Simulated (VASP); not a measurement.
The system is KI.

```xyz
2
Lattice="0.0000 3.4850 3.4850 3.4850 0.0000 3.4850 3.4850 3.4850 0.0000" Properties=species:S:1:pos:R:3 pbc="T T T"
I     3.4850    3.4850    3.4850
K     0.0000    0.0000    0.0000
```

Base run:

| Property | Result |
| --- | --- |
| Program | VASP 6.6.1 |
| Functional | PBE |
| Potentials or basis | VASP PAW PBE potentials, release 64 (I, K_sv) |
| Cutoff | 520 eV |
| k mesh | 7 × 7 × 7 |
| Occupations | fermi-dirac, width 0.05 eV |
| Spin | no spin polarisation |

Its results: band gap on the k mesh 4.06 eV; pressure 1.2 GPa.

Q: The run is repeated on the same cell with these changes: functional from PBE to PBE0; k mesh from 7 × 7 × 7 to 4 × 4 × 4. What comes out?

A: Band gap on the k mesh 5.77 eV; pressure 0.9 GPa.

Several settings changed at once.

Caveats: spin-orbit coupling is left out, which moves the levels of the heavy elements; the PAW data sets were made with another functional, which shifts forces and pressure a little (at least some runs).

